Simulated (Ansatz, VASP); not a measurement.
**Sb in VASP and in Ansatz**

```xyz
5
Lattice="3.3135 0.0000 0.0000 -1.6568 2.8696 0.0000 0.0000 0.0000 26.8219" Properties=species:S:1:pos:R:3 pbc="T T T"
Sb    2.4851    0.4783    8.0326
Sb   -0.8284    2.3913   10.6044
Sb    0.8284    1.4348   13.4109
Sb    2.4851    0.4783   16.2175
Sb   -0.8284    2.3913   18.7893
```

Alike in both runs: functional LDA; k mesh 14 × 14 × 1; occupations fermi-dirac, width 0.05 eV; no spin polarisation.

Ansatz relaxed the structure, and its values are those at the end. VASP's run is a single point on that final structure, the one shown.

|  | VASP | Ansatz |
| --- | --- | --- |
| version | VASP 6.6.1 | Ansatz 0.2.0 |
| potentials or method | VASP PAW LDA potentials, release 64 (Sb) | PAW with Ansatz's default frozen-core files, scalar-relativistic |
| plane-wave cutoff (eV) | 520 | 420 |
| valence electrons in the cell | 25 | 75 |

|  | VASP | Ansatz | Ansatz less VASP |
| --- | --- | --- | --- |
| rms of the force components (eV/Å) | 0.015 | 0.004 | -0.0106 |

LDA's correlation is that of Perdew and Zunger in VASP and of Perdew and Wang (1992) in Ansatz. VASP's potentials hold 25 valence electrons a cell and Ansatz's 75, so a difference there can come from the potentials and not from the codes. Ansatz's warnings: stress scf threshold loose, xc potential rough in thin density.

Neither program's run includes spin-orbit coupling.
